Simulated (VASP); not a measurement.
The system is Zr2PdC2.

```
Zr Pd C
1.0
    -1.84916    1.84916    4.48584
     1.84916   -1.84916    4.48584
     1.84916    1.84916   -4.48584
Zr Pd C
2 1 2
Direct
  0.37110 0.37110 0.00000
  0.62890 0.62890 0.00000
  0.00000 0.00000 0.00000
  0.25000 0.75000 0.50000
  0.75000 0.25000 0.50000
```

* Program: VASP 6.6.1
* Task: relaxation of cell and atoms
* Functional: PBE
* Potentials or basis: VASP PAW PBE potentials, release 64 (Zr_sv, Pd, C)
* Cutoff: 600 eV
* k mesh: 6 × 6 × 6
* Occupations: gaussian, width 0.1 eV
* Spin: no spin polarisation

At the start: pressure 34.3 GPa; volume 12.27 Å³/atom.

Problem. Where does the relaxation end?

Solution. Over 15 steps the energy falls by 763.6 meV/atom and the volume is 16.30 Å³/atom (+32.9 %); space group I4/mmm (No. 139, to 0.1 Å) before and after.

Step by step:
| step | energy change (eV) | largest force (eV/Å) | pressure (GPa) | volume (Å³) |
| --- | --- | --- | --- | --- |
| 1 | 0.0000 | 5.5769 | 34.32 | 61.36 |
| 2 | -3.1531 | 2.9328 | -12.02 | 87.75 |
| 3 | -3.1824 | 3.2568 | -8.79 | 83.89 |
| 4 | -3.5542 | 1.5991 | 9.78 | 79.28 |
| 5 | -3.7320 | 0.2097 | 1.74 | 80.88 |
| 6 | -3.7716 | 0.1354 | -0.31 | 82.38 |
| 7 | -3.7820 | 0.1400 | -2.18 | 83.86 |
| 8 | -3.8038 | 0.2118 | -0.34 | 82.87 |
| 9 | -3.8051 | 0.3170 | 0.19 | 82.59 |
| 10 | -3.8149 | 0.1522 | -0.44 | 82.33 |
| 11 | -3.8152 | 0.1232 | -0.55 | 82.28 |
| 12 | -3.8172 | 0.1200 | 0.16 | 81.66 |
| 13 | -3.8173 | 0.1190 | 0.34 | 81.51 |
| 14 | -3.8179 | 0.0478 | -0.16 | 81.51 |
| 15 | -3.8180 | 0.0052 | 0.00 | 81.51 |

Final structure:
```cif
data_structure
_symmetry_space_group_name_H-M 'P 1'
_symmetry_Int_Tables_number 1
_cell_length_a 5.5930
_cell_length_b 5.5930
_cell_length_c 5.5930
_cell_angle_alpha 136.615
_cell_angle_beta 136.615
_cell_angle_gamma 63.031
_cell_volume 81.51
loop_
_atom_site_label
_atom_site_type_symbol
_atom_site_fract_x
_atom_site_fract_y
_atom_site_fract_z
_atom_site_occupancy
Zr1 Zr 0.32449 0.32449 0.00000 1
Zr2 Zr 0.67551 0.67551 0.00000 1
Pd1 Pd 0.00000 0.00000 0.00000 1
C1 C 0.25000 0.75000 0.50000 1
C2 C 0.75000 0.25000 0.50000 1
```

Caveat: the volume moved by over 15 % at a fixed basis, so the end points are rough.
